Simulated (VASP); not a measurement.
A run of VASP 6.6.1 is set up as follows.

Contents of POSCAR:

```
GaN
1.0
    0.0000000000      2.2489526314      2.2489526314
    2.2489526314      0.0000000000      2.2489526314
    2.2489526314      2.2489526314      0.0000000000
Ga N
1 1
Direct
    0.0000000000      0.0000000000      0.0000000000
    0.7500000000      0.7500000000      0.7500000000
```

The input INCAR.step1:

```
SYSTEM = GaN
PREC = Accurate
ENCUT = 500
EDIFF = 1E-8
ISMEAR = 0
SIGMA = 0.01
LREAL = .FALSE.
LASPH = .TRUE.
NELM = 100
ALGO = Normal
LWAVE = .TRUE.
LCHARG = .FALSE.
GGA = PE
```

INCAR.step2

```
SYSTEM = GaN
PREC = Accurate
ENCUT = 500
EDIFF = 1E-8
ISMEAR = 0
SIGMA = 0.01
LREAL = .FALSE.
LASPH = .TRUE.
NELM = 1
ALGO = Exact
LWAVE = .TRUE.
LCHARG = .FALSE.
GGA = PE
NBANDS = 76
LOPTICS = .TRUE.
ISTART = 1
```

The input INCAR.step3:

```
SYSTEM = GaN
PREC = Accurate
ENCUT = 500
EDIFF = 1E-8
ISMEAR = 0
SIGMA = 0.01
LREAL = .FALSE.
LASPH = .TRUE.
ALGO = EVGW0
LWAVE = .FALSE.
LCHARG = .FALSE.
GGA = PE
NELMGW = 1
NBANDS = 76
ENCUTGW = 120.0
NOMEGA = 96
PRECFOCK = Fast
ISTART = 1
NBANDSGW = 17
OMEGAMAX = 20
```

File KPOINTS:

```
Automatic mesh
0
G
  6 6 6
  0 0 0
```

Potentials or basis: VASP PAW PBE potentials, release 64 (Ga_d_GW, N_GW).

Run with:

```bash
$ cat potpaw_PBE.64/Ga_d_GW/POTCAR potpaw_PBE.64/N_GW/POTCAR > POTCAR
$ cp INCAR.step1 INCAR
$ mpirun -np 1 vasp_std > vasp.out
$ cp INCAR.step2 INCAR
$ mpirun -np 1 vasp_std > vasp.out
$ cp INCAR.step3 INCAR
$ mpirun -np 1 vasp_std > vasp.out
```

Estimate the quasiparticle gap.

2.88 eV.

Predict the least direct quasiparticle gap.

2.88 eV.

What does it give for the least direct gap of the starting levels on the mesh?

1.77 eV.

What does it give for the band gap of the starting levels on the mesh?

1.77 eV.

Caveat: the k points lie up to 0.40 Å⁻¹ apart; bands, screening cutoff and mesh are small and nothing is extrapolated, so the quasiparticle values aren't converged.
